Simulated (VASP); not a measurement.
Runs of VASP 6.6.1 on Be. The structure is that of space group P4_2/mnm (No. 136), or close to it. The cells are those of the table. 

```tsv
cell	gap on the mesh (eV)	pressure (GPa)	largest force (eV/Å)
a = 3.591, b = 3.591, c = 2.186 Å, 4 atoms	none	18.1	0.08
a = 3.644, b = 3.644, c = 2.219 Å, 4 atoms	none	10.7	0.05
a = 3.747, b = 3.747, c = 2.281 Å, 4 atoms	none	-0.7	0.01
a = 3.844, b = 3.844, c = 2.341 Å, 4 atoms	none	(a)	0.02
a = 3.891, b = 3.891, c = 2.369 Å, 4 atoms	none	(b)	0.04
a = 3.796, b = 3.796, c = 2.311 Å, 4 atoms	none	-5.0	0.01
a = 3.696, b = 3.696, c = 2.250 Å, 4 atoms	none	4.5	0.03
```

Alike in all rows: task single point; level PBEsol; potentials or basis VASP PAW PBE potentials, release 64 (Be); no spin polarisation; k mesh 6 × 6 × 10; cutoff (eV) 520; smearing gaussian 0.1 eV.

Task: Estimate the missing entries.

Result: (a) -8.7; (b) -11.8.

Caveats: the PAW data sets were made with another functional, which shifts forces and pressure a little.

A gap of «none» marks levels without a gap at the run's occupations.
